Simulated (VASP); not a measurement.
# Hf3ZrS8 in VASP: a series of runs

The runs below take Hf3ZrS8 through single point, relaxation of cell and atoms, with PBE.

Everything below comes from runs of VASP 6.6.1. Logs are shortened: lines on timing, memory, paths and dates and some standing lists are left out, and cuts for length are marked.

### 1 The cell of the first run

The typed cell holds 12 atoms: a = 6.330 Å, b = 6.714 Å, c = 7.363 Å, α = 89.61°, β = 89.98°, γ = 91.07°.

### 2 Single point, PBE

The input, INCAR:

```
ALGO = Normal
EDIFF = 1E-6
ENCUT = 520
GGA = PE
ISIF = 2
ISMEAR = 0
LASPH = T
LCHARG = T
LELF = T
LREAL = F
LVHAR = T
LWAVE = F
NBANDS = 57
NELM = 80
PREC = Accurate
SIGMA = 0.1
```

The input, KPOINTS:

```
k-points
0
Gamma
  2 2 2
```

The input, POSCAR:

```
Hf3ZrS8
1.0
   -6.3299307643     -0.0011761021      0.0567659725
    0.0653490206     -0.0241977605     -6.7134602935
   -0.0011470986     -7.3627673428     -0.0241396009
Zr Hf S
1 3 8
Direct
    0.4996879894      0.9997023560      0.0002000841
    1.0000835335      1.0001708793      0.2504289786
    0.4999158674      1.0008247503      0.5002151156
    0.9997506776      0.9992601796      0.7496707056
    0.3288046071      0.7852902407      0.2531767884
    0.8292320242      0.7856828748      0.5010784412
    0.3289471050      0.7849907441      0.7492394628
    0.8325227437      0.7849448558      0.0016043764
    0.1676537750      0.2147157382     -0.0016103553
    0.6714217455      0.2149820015      0.2500173047
    0.1704377718      0.2146113035      0.4989201011
    0.6715421599      0.2148240761      0.7470589967
```

Potentials or basis: VASP PAW PBE potentials, release 64 (Zr_sv, Hf_pv, S).

Run with:

```bash
cat potpaw_PBE.64/Zr_sv/POTCAR potpaw_PBE.64/Hf_pv/POTCAR potpaw_PBE.64/S/POTCAR > POTCAR
mpirun -np 1 vasp_std > vasp.out
```

OUTCAR:

```text
EDIFF = 1E-6
   ENCUT = 520
   GGA = PE
   ISIF = 2
   ISMEAR = 0
   LASPH = T
   LREAL = F
   NELM = 80
   PREC = Accurate

 ion  position               nearest neighbor table
   1  0.500  1.000  0.000-   9 2.57   5 2.57   8 2.58  10 2.58   7 2.58  12 2.58   2 3.66   4 3.66
                             4 3.66   2 3.66   3 3.68   3 3.68
   2  0.000  0.000  0.250-  10 2.55   5 2.55   9 2.56   8 2.56   6 2.56  11 2.56   1 3.66   3 3.66
                             3 3.66   1 3.66   4 3.68   4 3.69
   3  0.500  0.001  0.500-  11 2.55  12 2.55   7 2.56  10 2.56   6 2.56   5 2.56   4 3.66   4 3.66
                             2 3.66   2 3.66   1 3.68   1 3.68
   4  1.000  0.999  0.750-  12 2.55   7 2.55   8 2.56   6 2.56   9 2.56  11 2.56   3 3.66   3 3.66
                             1 3.66   1 3.66   2 3.68   2 3.69
   5  0.329  0.785  0.253-   2 2.55   3 2.56   1 2.57
   6  0.829  0.786  0.501-   3 2.56   4 2.56   2 2.56
   7  0.329  0.785  0.749-   4 2.55   3 2.56   1 2.58
   8  0.833  0.785  0.002-   4 2.56   2 2.56   1 2.58
   9  0.168  0.215  0.998-   2 2.56   4 2.56   1 2.57
  10  0.671  0.215  0.250-   2 2.55   3 2.56   1 2.58
  11  0.170  0.215  0.499-   3 2.55   2 2.56   4 2.56
  12  0.672  0.215  0.747-   4 2.55   3 2.55   1 2.58

  LATTYP: Found a triclinic cell.
 ALAT       =    11.8446540211
 B/A-ratio  =     0.6216143579
 C/A-ratio  =     0.5344339642
 COS(alpha) =     0.0003121810
 COS(beta)  =     0.5452273075
 COS(gamma) =     0.6178808638

  Lattice vectors:

 A1 = (   6.3964268835,   7.3397456844,  -6.7460866651)
 A2 = (   0.0011470986,   7.3627673428,   0.0241396009)
 A3 = (   6.3299307643,   0.0011761021,  -0.0567659725)

Analysis of symmetry for initial positions (statically):
=====================================================================
 Subroutine PRICEL returns:
 Original cell was already a primitive cell.

 Routine SETGRP: Setting up the symmetry group for a
 triclinic supercell.

 Subroutine GETGRP returns: Found  1 space group operations
 (whereof  1 operations were pure point group operations)
 out of a pool of  2 trial point group operations.

The static configuration has the point symmetry C_1 .

Analysis of symmetry for dynamics (positions and initial velocities):
=====================================================================
 Subroutine PRICEL returns:
 Original cell was already a primitive cell.

 Routine SETGRP: Setting up the symmetry group for a
 triclinic supercell.

 Subroutine GETGRP returns: Found  1 space group operations
 (whereof  1 operations were pure point group operations)
 out of a pool of  2 trial point group operations.

The dynamic configuration has the point symmetry C_1 .

 Subroutine INISYM returns: Found  1 space group operations
 (whereof  1 operations are pure point group operations),
 and found     1 'primitive' translations

----------------------------------------------------------------------------------------

                                     Primitive cell

  volume of cell :     312.8552

  direct lattice vectors                    reciprocal lattice vectors
    -6.329930764 -0.001176102  0.056765972    -0.157993409  0.000029657 -0.001538019
     0.065349021 -0.024197760 -6.713460293    -0.001336027  0.000488619 -0.148969248
    -0.001147099 -7.362767343 -0.024139601     0.000029628 -0.135820108  0.000489834

  length of vectors
     6.330185403  6.713821947  7.362807004     0.158000898  0.148976040  0.135820995

  position of ions in fractional coordinates (direct lattice)
     0.499687989  0.999702356  0.000200084
     0.000083534  0.000170879  0.250428979
     0.499915867  0.000824750  0.500215116
     0.999750678  0.999260180  0.749670706
     0.328804607  0.785290241  0.253176788
     0.829232024  0.785682875  0.501078441
     0.328947105  0.784990744  0.749239463
     0.832522744  0.784944856  0.001604376
     0.167653775  0.214715738  0.998389645
     0.671421745  0.214982001  0.250017305
     0.170437772  0.214611303  0.498920101
     0.671542160  0.214824076  0.747058997

  ion indices of the primitive-cell ions
   primitive index   ion index
                 1           1
                 2           2
                 3           3
                 4           4
                 5           5
                 6           6
                 7           7
                 8           8
                 9           9
                10          10
                11          11
                12          12

----------------------------------------------------------------------------------------

 KPOINTS: k-points

Automatic generation of k-mesh.
 Grid dimensions read from file:
 generate k-points for:    2    2    2

 Generating k-lattice:

  Cartesian coordinates                     Fractional coordinates (reciprocal lattice)
    -0.078996705  0.000014829 -0.000769010     0.500000000  0.000000000  0.000000000
    -0.000668014  0.000244310 -0.074484624    -0.000000000  0.500000000  0.000000000
     0.000014814 -0.067910054  0.000244917     0.000000000  0.000000000  0.500000000

  Length of vectors
     0.079000449  0.074488020  0.067910497

  Shift w.r.t. Gamma in fractional coordinates (k-lattice)
     0.000000000  0.000000000  0.000000000

 Subroutine IBZKPT returns following result:
 ===========================================

 Found      8 irreducible k-points:

 Following reciprocal coordinates:
            Coordinates               Weight
  0.000000  0.000000  0.000000      1.000000
  0.500000  0.000000 -0.000000      1.000000
  0.000000  0.500000 -0.000000      1.000000
  0.500000  0.500000 -0.000000      1.000000
  0.000000 -0.000000  0.500000      1.000000
  0.500000 -0.000000  0.500000      1.000000
  0.000000  0.500000  0.500000      1.000000
  0.500000  0.500000  0.500000      1.000000
   k-points           NKPTS =      8   k-points in BZ     NKDIM =      8   number of bands    NBANDS=     57
   number of dos      NEDOS =    301   number of ions     NIONS =     12
   total plane-waves  NPLWV = 134400
   dimension x,y,z NGX =    48 NGY =   50 NGZ =   56
   dimension x,y,z NGXF=    96 NGYF=  100 NGZF=  112
   ions per type =               1   3   8
   NGX,Y,Z   is equivalent  to a cutoff of  12.61, 12.38, 12.64 a.u.
   NGXF,Y,Z  is equivalent  to a cutoff of  25.21, 24.76, 25.29 a.u.
 SYSTEM =  unknown system
   PREC   = accura    normal or accurate (medium, high low for compatibility)
   ISTART =      0    job   : 0-new  1-cont  2-samecut
   ICHARG =      2    charge: 1-file 2-atom 10-const
   ISPIN  =      1    spin polarized calculation?
   LNONCOLLINEAR =      F non collinear calculations
   LSORBIT =      F    spin-orbit coupling
   LASPH  =      T    aspherical Exc in radial PAW
   ENCUT  =  520.0 eV  38.22 Ry    6.18 a.u.  11.77 12.48 13.69*2*pi/ulx,y,z
   NELM   =     80;   NELMIN=  2; NELMDL= -5     # of ELM steps
   EDIFF  = 0.1E-05   stopping-criterion for ELM
   LREAL  =      F    real-space projection
   EDIFFG = 0.1E-04   stopping-criterion for IOM
   NSW    =      0    number of steps for IOM
   IBRION =     -1    ionic relax: 0-MD 1-quasi-New 2-CG
   NFREE  =      0    steps in history (QN), initial steepest desc. (CG)
   ISIF   =      2    stress and relaxation
   ISYM   =      2    0-nonsym 1-usesym 2-fastsym
   POTIM  = 0.5000    time-step for ionic-motion
   TEBEG  =    0.0;   TEEND  =   0.0 temperature during run
   PSTRESS=    0.0 pullay stress
   NELECT =      90.0000    total number of electrons
   NUPDOWN=      -1.0000    fix difference up-down
   EMIN   =  10.00;   EMAX   =-10.00  energy-range for DOS
   EFERMI =   0.00;   METHOD = LEGACY
   ISMEAR =     0;   SIGMA  =   0.10  broadening in eV -4-tet -1-fermi 0-gaus
   EFERMI_NEDOS =   21; number of points for ismear=-14 and -15
   IALGO  =     38    algorithm
   IMIX   =      4    mixing-type and parameters
     AMIX     =   0.40;   BMIX     =  1.00
     AMIX_MAG =   1.60;   BMIX_MAG =  1.00
  volume/ion in A,a.u.               =      26.07       175.94
  Fermi-wavevector in a.u.,A,eV,Ry     =   1.080707  2.042240 15.890613  1.167927
  Thomas-Fermi vector in A             =   2.216705
   LORBIT       =      0    0 simple, 1 ext, 2 COOP (PROOUT), +10 PAW based schemes
   GGA     = PE    functional components
   LHFCALC =     F    Hartree Fock is set to
   AEXX    =    0.0000 exact exchange contribution
   IVDW    =     0    specifies the selected vdW correction
   LEPSILON=     F    determine dielectric tensor
   LRPA    =     F    only Hartree local field effects (RPA)
 non-spin polarized calculation
 Gauss-broadening in eV      SIGMA  =   0.10
  energy-cutoff  :      520.00
  volume of cell :      312.86
 maximum number of plane-waves:      8460
 NGX is ok and might be reduce to    48
   NGX = 23   NGY = 25   NGZ = 27

 number of electron      89.9999997 magnetization

 Free energy of the ion-electron system (eV)
  ---------------------------------------------------
  ext. energy  EPLUGINS =         0.00000000
  ---------------------------------------------------
  free energy    TOTEN  =       -90.07632872 eV

  energy without entropy =      -90.07632872  energy(sigma->0) =      -90.07632872

 E-fermi :   2.7000     XC(G=0):  -8.7106

 val. band max:        2.1350000500   @ k =   0.0000   0.0000   0.0000
 cond. band min:       3.3189385621   @ k =   0.5000   0.5000  -0.0000
 fundamental gap:      1.1839385121
 Fermi energy:         2.6999975626

 k-point     1 :       0.0000    0.0000    0.0000
  band No.  band energies     occupation
      1     -46.8714      2.00000
      2     -28.6228      2.00000
      3     -28.6073      2.00000
      4     -28.5767      2.00000
      5     -28.5600      2.00000
      6     -28.5488      2.00000
[... 469 lines left out ...]
     56       6.2578      0.00000
     57       6.2657      0.00000

------------------------ aborting loop because EDIFF is reached ----------------------------------------

  FORCE on cell =-STRESS in cart. coord.  units (eV):
  Direction    XX          YY          ZZ          XY          YZ          ZX
  --------------------------------------------------------------------------------------
  -------------------------------------------------------------------------------------
  Total       -0.7621305     -0.6764669     -0.3020597     -0.0347676     -0.0234783      0.0217529
  in kB       -3.9029819     -3.4642861     -1.5468918     -0.1780502     -0.1202359      0.1113999
  external PRESSURE =      -2.9713866 kB  Pullay stress =       0.0000000 kB

 VOLUME and BASIS-vectors are now :
 -----------------------------------------------------------------------------
  energy-cutoff  :      520.00
  volume of cell :      312.86
      direct lattice vectors                 reciprocal lattice vectors
    -6.329930764 -0.001176102  0.056765972    -0.157993409  0.000029657 -0.001538019
     0.065349021 -0.024197760 -6.713460293    -0.001336027  0.000488619 -0.148969248
    -0.001147099 -7.362767343 -0.024139601     0.000029628 -0.135820108  0.000489834

 POSITION                                       TOTAL-FORCE (eV/Angst)
 -----------------------------------------------------------------------------------
     -3.09766     -0.02625     -6.68310        -0.003199      0.003426     -0.000598
     -0.00080     -1.84385     -0.00719         0.001800     -0.003198     -0.003492
     -3.16495     -3.68358      0.01077        -0.002809      0.004038      0.005755
     -6.26391     -5.54501     -6.66984        -0.004745      0.005079     -0.005561
     -2.03028     -1.88347     -5.25946         0.018174     -0.034238     -0.027243
     -5.19821     -3.70931     -5.23967         0.001273     -0.004612     -0.043160
     -2.03177     -5.53586     -5.26942         0.018035      0.025242     -0.031277
     -5.21852     -0.03179     -5.22248        -0.031585      0.004205     -0.027236
     -1.04835     -7.35630     -1.45607         0.034549     -0.002204      0.029277
     -4.23629     -1.84681     -1.41119        -0.015265     -0.034560      0.025637
     -1.06541     -3.67883     -1.44315         0.000079      0.005667      0.049394
     -4.23763     -5.50641     -1.42213        -0.016307      0.031156      0.028504
 -----------------------------------------------------------------------------------
    total drift:                                0.000027     -0.000064      0.000050

  FREE ENERGIE OF THE ION-ELECTRON SYSTEM (eV)
  ---------------------------------------------------
  free  energy   TOTEN  =       -90.0763287196 eV

  energy  without entropy=      -90.0763287196  energy(sigma->0) =      -90.07632872
```

Wall time 1.7 min (1 thread of Intel Xeon 6975P-C (Granite Rapids), shared host); peak memory 0.41 GiB.

Results:

| Item | Value |
| --- | --- |
| Free energy | -90.0763 eV |
| Pressure | -0.3 GPa |
| Largest force | 0.050 eV/Å |
| Band gap on the k mesh | 1.18 eV (least direct gap 1.23 eV) |

Forces in eV/Å, atoms in the order of the input:
```
Zr  -0.003  0.003 -0.001
Hf   0.002 -0.003 -0.003
Hf  -0.003  0.004  0.006
Hf  -0.005  0.005 -0.006
S    0.018 -0.034 -0.027
S    0.001 -0.005 -0.043
S    0.018  0.025 -0.031
S   -0.032  0.004 -0.027
S    0.035 -0.002  0.029
S   -0.015 -0.035  0.026
S    0.000  0.006  0.049
S   -0.016  0.031  0.029
```

Caveat: the k points lie up to 0.50 Å⁻¹ apart; spin-orbit coupling is left out, which moves the levels of the heavy elements. A k mesh can miss the band edges.

(Continued in part 2 of 3.)
